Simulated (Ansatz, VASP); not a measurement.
# Sc2Al5 in VASP and in Ansatz

```
Sc Al
1.0
     4.10533    0.00000    0.00000
     0.00000    5.80581    0.00000
     0.00000    0.00000   11.70872
Sc Al
4 10
Direct
  0.00000 0.50000 0.12811
  0.00000 0.00000 0.37604
  0.00000 0.50000 0.62396
  0.00000 0.00000 0.87189
  0.00000 0.00000 0.12811
  0.50000 0.25000 0.25207
  0.50000 0.75000 0.25207
  0.00000 0.50000 0.37604
  0.50000 0.75000 0.50000
  0.50000 0.25000 0.50000
  0.00000 0.00000 0.62396
  0.50000 0.25000 0.74793
  0.50000 0.75000 0.74793
  0.00000 0.50000 0.87189
```

Alike in both runs: task single point; functional PBE; k mesh 9 × 6 × 1; occupations gaussian, width 0.1 eV; no spin polarisation.

|  | VASP | Ansatz |
| --- | --- | --- |
| version | VASP 6.6.1 | Ansatz 0.2.0 |
| potentials or method | VASP PAW PBE potentials, release 64 (Sc_sv, Al), cutoff 520 eV | scalar-relativistic, plane waves, PAW |
| valence electrons in the cell | 74 | 74 |

|  | VASP | Ansatz | Ansatz less VASP |
| --- | --- | --- | --- |
| gap on the k mesh at the Fermi level (eV) | none | none | - |
| rms of the force components (eV/Å) | 0.135 | 0.134 | -0.0012 |

A gap of «none» marks a metal or a gap that the smearing closes. The functional is the same, so the differences come from potentials, cutoffs and numerics. Ansatz's warnings: vacuum below fermi, vacuum density over bound.
